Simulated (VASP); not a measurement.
# SbAs in VASP: further runs

SbAs is run at these levels: PBE+D3(BJ); tasks: single point.

Program: VASP 6.6.1. These are calculated values, not measurements. Logs are shortened: lines on timing, memory, paths and dates and some standing lists are left out, and cuts for length are marked.

### 1 The cell of the first run

The cell holds a sheet with vacuum, 4 atoms: a = 3.831 Å, b = 3.831 Å, c = 35.822 Å, α = 90.00°, β = 90.00°, γ = 120.00°.

### 2 Single point, PBE+D3(BJ)

File INCAR:

```
SYSTEM = SbAs
PREC = Accurate ; ENCUT = 520
EDIFF = 1E-7 ; ISMEAR = 0
SIGMA = 0.02 ; LREAL = .False.
LASPH = .True. ; NELM = 60
ALGO = Normal ; ISIF = 2
LWAVE = .False. ; LCHARG = .False.
LDIPOL = .True. ; IDIPOL = 3
DIPOL = 0.5 0.5 0.293 ; GGA = PE
IVDW = 12 ; NBANDS = 18
```

File KPOINTS:

```
Automatic mesh
0
Gamma
  12 12 1
  0 0 0
```

File POSCAR:

```
SbAs
1.0
    3.8305259182      0.0000000026      0.0000000000
   -1.9152629614      3.3173327537      0.0000000000
    0.0000000000      0.0000000000     35.8218918400
Sb As
2 2
Direct
    0.0000000000      0.0000000000      0.1965343049
    0.3333333333      0.6666666667      0.3473863153
    0.3333333333      0.6666666667      0.2388717029
    0.0000000000      0.0000000000      0.3896750661
```

Potentials or basis: VASP PAW PBE potentials, release 64 (Sb, As).

Command:

```
> cat potpaw_PBE.64/Sb/POTCAR potpaw_PBE.64/As/POTCAR > POTCAR
> mpirun -np 1 vasp_std > vasp.out
```

OUTCAR:

```text
SYSTEM = SbAs
   PREC = Accurate
   ENCUT = 520
   EDIFF = 1E-7
   ISMEAR = 0
   LREAL = .False.
   LASPH = .True.
   NELM = 60
   ISIF = 2
   GGA = PE
   IVDW = 12
 IVDW          = 12

 ion  position               nearest neighbor table
   1  0.000  0.000  0.197-   3 2.68   3 2.68   3 2.68
   2  0.333  0.667  0.347-   4 2.68   4 2.68   4 2.68
   3  0.333  0.667  0.239-   1 2.68   1 2.68   1 2.68
   4  0.000  0.000  0.390-   2 2.68   2 2.68   2 2.68

  LATTYP: Found a hexagonal cell.
 ALAT       =     3.8305259182
 C/A-ratio  =     9.3516902391

  Lattice vectors:

 A1 = (   3.8305259182,   0.0000000026,   0.0000000000)
 A2 = (  -1.9152629614,   3.3173327537,   0.0000000000)
 A3 = (   0.0000000000,   0.0000000000,  35.8218918400)

Analysis of symmetry for initial positions (statically):
=====================================================================
 Subroutine PRICEL returns:
 Original cell was already a primitive cell.

 Routine SETGRP: Setting up the symmetry group for a
 hexagonal supercell.

 Subroutine GETGRP returns: Found  6 space group operations
 (whereof  6 operations were pure point group operations)
 out of a pool of 24 trial point group operations.

The static configuration has the point symmetry C_3v.

Analysis of symmetry for dynamics (positions and initial velocities):
=====================================================================
 Subroutine PRICEL returns:
 Original cell was already a primitive cell.

 Routine SETGRP: Setting up the symmetry group for a
 hexagonal supercell.

 Subroutine GETGRP returns: Found  6 space group operations
 (whereof  6 operations were pure point group operations)
 out of a pool of 24 trial point group operations.

The dynamic configuration has the point symmetry C_3v.

 Subroutine INISYM returns: Found  6 space group operations
 (whereof  6 operations are pure point group operations),
 and found     1 'primitive' translations

----------------------------------------------------------------------------------------

                                     Primitive cell

  volume of cell :     455.1934

  direct lattice vectors                    reciprocal lattice vectors
     3.830525918  0.000000003  0.000000000     0.261060758  0.150723499  0.000000000
[... 87 lines left out ...]
   NSW    =      0    number of steps for IOM
   IBRION =     -1    ionic relax: 0-MD 1-quasi-New 2-CG
   NFREE  =      0    steps in history (QN), initial steepest desc. (CG)
   ISIF   =      2    stress and relaxation
   ISYM   =      2    0-nonsym 1-usesym 2-fastsym
   POTIM  = 0.5000    time-step for ionic-motion
   TEBEG  =    0.0;   TEEND  =   0.0 temperature during run
   PSTRESS=    0.0 pullay stress
   NELECT =      20.0000    total number of electrons
   NUPDOWN=      -1.0000    fix difference up-down
   EMIN   =  10.00;   EMAX   =-10.00  energy-range for DOS
   EFERMI =   0.00;   METHOD = LEGACY
   ISMEAR =     0;   SIGMA  =   0.02  broadening in eV -4-tet -1-fermi 0-gaus
   EFERMI_NEDOS =   21; number of points for ismear=-14 and -15
   IALGO  =     38    algorithm
   IMIX   =      4    mixing-type and parameters
     AMIX     =   0.40;   BMIX     =  1.00
     AMIX_MAG =   1.60;   BMIX_MAG =  1.00
  volume/ion in A,a.u.               =     113.80       767.95
  Fermi-wavevector in a.u.,A,eV,Ry     =   0.577678  1.091654  4.540433  0.333712
  Thomas-Fermi vector in A             =   1.620679
   LORBIT       =      0    0 simple, 1 ext, 2 COOP (PROOUT), +10 PAW based schemes
   GGA     = PE    functional components
   LHFCALC =     F    Hartree Fock is set to
   AEXX    =    0.0000 exact exchange contribution
   IVDW    =    12    specifies the selected vdW correction
   LEPSILON=     F    determine dielectric tensor
   LRPA    =     F    only Hartree local field effects (RPA)
 non-spin polarized calculation
 Gauss-broadening in eV      SIGMA  =   0.02
  energy-cutoff  :      520.00
  volume of cell :      455.19
 maximum number of plane-waves:     12318
   NGX = 15   NGY = 15   NGZ =133

 number of electron      20.0000000 magnetization

 dipolmoment           0.000000      0.000000      0.037433 electrons x Angstroem

 Free energy of the ion-electron system (eV)
  ---------------------------------------------------
  ext. energy  EPLUGINS =         0.00000000
  ---------------------------------------------------
  free energy    TOTEN  =       -17.39570843 eV

  energy without entropy =      -17.39570843  energy(sigma->0) =      -17.39570843

 E-fermi :  -2.4283     XC(G=0):  -2.7308

 val. band max:       -2.5701254455   @ k =   0.0000   0.0000   0.0000
 cond. band min:      -1.5006725907   @ k =   0.3333  -0.0000   0.0000
 fundamental gap:      1.0694528548
 Fermi energy:        -2.4283299124

 k-point     1 :       0.0000    0.0000    0.0000
  band No.  band energies     occupation
      1     -15.2443      2.00000
      2     -15.0436      2.00000
      3      -9.6433      2.00000
      4      -9.2361      2.00000
      5      -3.8552      2.00000
      6      -2.7718      2.00000
[... 376 lines left out ...]
      5      -6.7332      2.00000
      6      -6.5303      2.00000
[... 10 lines left out ...]
     17       4.2079      0.00000
     18       5.1376      0.00000

------------------------ aborting loop because EDIFF is reached ----------------------------------------

 vacuum level on the upper side and lower side of the slab       (xc-potential included)         0.254        -0.271

 Edisp (eV)   -1.07965

 E8    (eV) :    -0.4968

  FORCE on cell =-STRESS in cart. coord.  units (eV):
  Direction    XX          YY          ZZ          XY          YZ          ZX
  --------------------------------------------------------------------------------------
  -------------------------------------------------------------------------------------
  Total      -0.05285    -0.05285     0.34647     0.00000    -0.00000     0.00000
  in kB      -0.18600    -0.18600     1.21949     0.00000    -0.00000     0.00000
  external pressure =        0.28 kB  Pullay stress =        0.00 kB

 VOLUME and BASIS-vectors are now :
 -----------------------------------------------------------------------------
  energy-cutoff  :      520.00
  volume of cell :      455.19
      direct lattice vectors                 reciprocal lattice vectors
     3.830525918  0.000000003  0.000000000     0.261060758  0.150723499  0.000000000
    -1.915262961  3.317332754  0.000000000    -0.000000000  0.301446998  0.000000000
     0.000000000  0.000000000 35.821891840     0.000000000  0.000000000  0.027915890

 POSITION                                       TOTAL-FORCE (eV/Angst)
 -----------------------------------------------------------------------------------
      0.00000      0.00000      7.04023         0.000000      0.000000     -0.102439
     -0.00000      2.21156     12.44404         0.000000     -0.000000     -0.117381
     -0.00000      2.21156      8.55684        -0.000000      0.000000      0.099106
      0.00000      0.00000     13.95890         0.000000     -0.000000      0.120713
 -----------------------------------------------------------------------------------
    total drift:                                0.000000     -0.000000     -0.000169

  FREE ENERGIE OF THE ION-ELECTRON SYSTEM (eV)
  ---------------------------------------------------
  free  energy   TOTEN  =       -18.4753564089 eV

  energy  without entropy=      -18.4753564089  energy(sigma->0) =      -18.47535641

 vacuum level on the upper side and lower side of the slab         2.711         2.178
```

OSZICAR:

```text
N       E                     dE             d eps       ncg     rms          rms(c)
DAV:   1     0.125232702079E+03    0.12523E+03   -0.54531E+03   684   0.731E+02
DAV:   2    -0.204452462334E+01   -0.12728E+03   -0.11878E+03  1026   0.126E+02
DAV:   3    -0.171927852716E+02   -0.15148E+02   -0.15029E+02   976   0.509E+01
DAV:   4    -0.176136526381E+02   -0.42087E+00   -0.41997E+00   840   0.106E+01
[... 17 lines left out ...]
DAV:  22    -0.173957076074E+02   -0.77427E-06   -0.83064E-09   672   0.278E-04    0.529E-05
DAV:  23    -0.173957081042E+02   -0.49688E-06   -0.49707E-09   634   0.197E-04    0.116E-04
DAV:  24    -0.173957082613E+02   -0.15704E-06    0.45437E-10   566   0.861E-05    0.737E-05
DAV:  25    -0.173957083998E+02   -0.13851E-06    0.33512E-10   576   0.839E-05    0.274E-05
DAV:  26    -0.173957084278E+02   -0.28032E-07    0.13755E-09   518   0.474E-05
   1 F= -.18475356E+02 E0= -.18475356E+02  d E =-.231908E-25
```

stdout:

```text
POSCAR found type information on POSCAR SbAs
 POSCAR found :  2 types and       4 ions
 scaLAPACK will be used
 LDA part: xc-table for (Slater+PW92), standard interpolation
 POSCAR, INCAR and KPOINTS ok, starting setup
 FFT: planning ... GRIDC
 FFT: planning ... GRID_SOFT
 FFT: planning ... GRID
 WAVECAR not read
 entering main loop
```

Run time: 7.1 min. Hardware: 1 thread of Intel Xeon Platinum 8488C (Sapphire Rapids), shared host; peak memory 0.57 GiB.

Results:

| Property | Result |
| --- | --- |
| Free energy | -18.4754 eV |
| Largest force | 0.121 eV/Å |
| Band gap on the k mesh | 1.07 eV (least direct gap 1.45 eV) |
| Dispersion energy per atom | -0.270 eV |

Forces in eV/Å, atoms in the order of the input:
```
Sb   0.000  0.000 -0.102
Sb   0.000  0.000 -0.117
As   0.000  0.000  0.099
As   0.000  0.000  0.121
```

Caveat: spin-orbit coupling is left out, which moves the levels of the heavy elements.

### 3 Single point, PBE+D3(BJ)

This run uses another cell than the first one.

File INCAR:

```
SYSTEM = SbAs
PREC     = Accurate       ! precision mode
ENCUT    = 520            ! plane-wave cutoff, eV
EDIFF    = 1E-7           ! SCF threshold, eV
ISMEAR   = 0              ! smearing method
SIGMA    = 0.02           ! smearing width, eV
LREAL    = .FALSE.        ! projectors in reciprocal space
LASPH    = .TRUE.         ! aspherical terms in the spheres
NELM     = 100            ! most SCF steps
ALGO     = Normal         ! electronic algorithm
ISIF     = 2              ! what is computed and relaxed
LWAVE    = .FALSE.        ! write WAVECAR
LCHARG   = .TRUE.         ! write CHGCAR
LDIPOL   = .TRUE.       
IDIPOL   = 3            
DIPOL    = 0.5 0.5 0.279
GGA      = PE             ! functional
IVDW     = 12             ! dispersion correction
LELF     = .TRUE.         ! ELF
LVHAR    = .TRUE.       
LVACPOTAV= .TRUE.       
NBANDS   = 18             ! bands
```

File KPOINTS:

```
regular mesh
0
G
  12 12 1
  0 0 0
```

File POSCAR:

```
SbAs
1.0
    3.8218443965      0.0000000026      0.0000000000
   -1.9109222005      3.3098143354      0.0000000000
    0.0000000000      0.0000000000     37.6373349152
Sb As
2 2
Direct
    0.0000000000      0.0000000000      0.1867456859
    0.3333333333      0.6666666667      0.3307966088
    0.3333333333      0.6666666667      0.2271591574
    0.0000000000      0.0000000000      0.3712117787
```

Potentials or basis: VASP PAW PBE potentials, release 64 (Sb, As).

Command:

```
> cat potpaw_PBE.64/Sb/POTCAR potpaw_PBE.64/As/POTCAR > POTCAR
> mpirun -np 1 vasp_std > vasp.out
```

OUTCAR:

```text
SYSTEM = SbAs
   PREC = Accurate
   ENCUT = 520
   EDIFF = 1E-7
   ISMEAR = 0
   LREAL = .FALSE.
   LASPH = .TRUE.
   NELM = 100
   ISIF = 2
   GGA = PE
   IVDW = 12
 IVDW          = 12

 ion  position               nearest neighbor table
   1  0.000  0.000  0.187-   3 2.68   3 2.68   3 2.68
   2  0.333  0.667  0.331-   4 2.68   4 2.68   4 2.68
   3  0.333  0.667  0.227-   1 2.68   1 2.68   1 2.68
   4  0.000  0.000  0.371-   2 2.68   2 2.68   2 2.68

  LATTYP: Found a hexagonal cell.
 ALAT       =     3.8218443965
 C/A-ratio  =     9.8479506255

  Lattice vectors:

 A1 = (   3.8218443965,   0.0000000026,   0.0000000000)
 A2 = (  -1.9109222005,   3.3098143354,   0.0000000000)
 A3 = (   0.0000000000,   0.0000000000,  37.6373349152)

Analysis of symmetry for initial positions (statically):
=====================================================================
 Subroutine PRICEL returns:
 Original cell was already a primitive cell.

 Routine SETGRP: Setting up the symmetry group for a
 hexagonal supercell.
[... 172 lines left out ...]
 cond. band min:      -1.6042632446   @ k =   0.3333  -0.0000   0.0000
 fundamental gap:      1.0316720540
 Fermi energy:        -2.5158214495

 k-point     1 :       0.0000    0.0000    0.0000
  band No.  band energies     occupation
      1     -15.3673      2.00000
      2     -15.1559      2.00000
      3      -9.7631      2.00000
      4      -9.3617      2.00000
      5      -3.9788      2.00000
      6      -2.8525      2.00000
[... 376 lines left out ...]
      5      -6.8462      2.00000
      6      -6.6331      2.00000
[... 10 lines left out ...]
     17       4.0998      0.00000
     18       5.0711      0.00000

------------------------ aborting loop because EDIFF is reached ----------------------------------------

 vacuum level on the upper side and lower side of the slab       (xc-potential included)         0.080        -0.296

 Edisp (eV)   -1.08250

 E8    (eV) :    -0.4982

  FORCE on cell =-STRESS in cart. coord.  units (eV):
  Direction    XX          YY          ZZ          XY          YZ          ZX
  --------------------------------------------------------------------------------------
  -------------------------------------------------------------------------------------
  Total       0.08695     0.08695     0.25131     0.00000     0.00000    -0.00000
  in kB       0.29262     0.29262     0.84571     0.00000     0.00000    -0.00000
  external pressure =        0.48 kB  Pullay stress =        0.00 kB

 VOLUME and BASIS-vectors are now :
 -----------------------------------------------------------------------------
  energy-cutoff  :      520.00
  volume of cell :      476.10
      direct lattice vectors                 reciprocal lattice vectors
     3.821844396  0.000000003  0.000000000     0.261653771  0.151065876  0.000000000
    -1.910922200  3.309814335  0.000000000    -0.000000000  0.302131751  0.000000000
     0.000000000  0.000000000 37.637334915     0.000000000  0.000000000  0.026569363

 POSITION                                       TOTAL-FORCE (eV/Angst)
 -----------------------------------------------------------------------------------
      0.00000      0.00000      7.02861        -0.000000      0.000000     -0.084636
     -0.00000      2.20654     12.45030        -0.000000      0.000000     -0.084465
     -0.00000      2.20654      8.54967         0.000000      0.000000      0.085044
      0.00000      0.00000     13.97142        -0.000000      0.000000      0.084057
 -----------------------------------------------------------------------------------
    total drift:                                0.000000     -0.000000     -0.000687

  FREE ENERGIE OF THE ION-ELECTRON SYSTEM (eV)
  ---------------------------------------------------
  free  energy   TOTEN  =       -18.4762988160 eV

  energy  without entropy=      -18.4762988160  energy(sigma->0) =      -18.47629882

 vacuum level on the upper side and lower side of the slab         2.614         2.077
```

Wall time 7.5 min (1 thread of Intel Xeon Platinum 8488C (Sapphire Rapids), shared host); peak memory 0.58 GiB.

Results:

```yaml
Free_energy: -18.4763 eV
Largest_force: 0.085 eV/Å
Band_gap_on_the_k_mesh: 1.03 eV (least direct gap 1.47 eV)
Dispersion_energy_per_atom: -0.271 eV
Ionisation_potential_of_the_upper_face: 5.25 eV
```

Forces on the atoms (eV/Å):
```
Sb   0.000  0.000 -0.085
Sb   0.000  0.000 -0.084
As   0.000  0.000  0.085
As   0.000  0.000  0.084
```

Levels at points of the mesh, in eV from the valence-band top:
| k point | band 6 | band 7 | band 8 | band 9 | band 10 | band 11 | band 12 | band 13 | band 14 | band 15 |
| --- | --- | --- | --- | --- | --- | --- | --- | --- | --- | --- |
| (0.00, 0.00, 0.00) | -0.22 | -0.21 | -0.21 | 0.00 | 0.00 | 1.55 | 2.05 | 3.12 | 3.12 | 3.34 |
| (0.50, 0.00, 0.00) | -3.20 | -1.95 | -1.92 | -1.71 | -1.42 | 1.43 | 1.75 | 2.33 | 3.19 | 3.78 |

Caveat: spin-orbit coupling is left out, which moves the levels of the heavy elements.
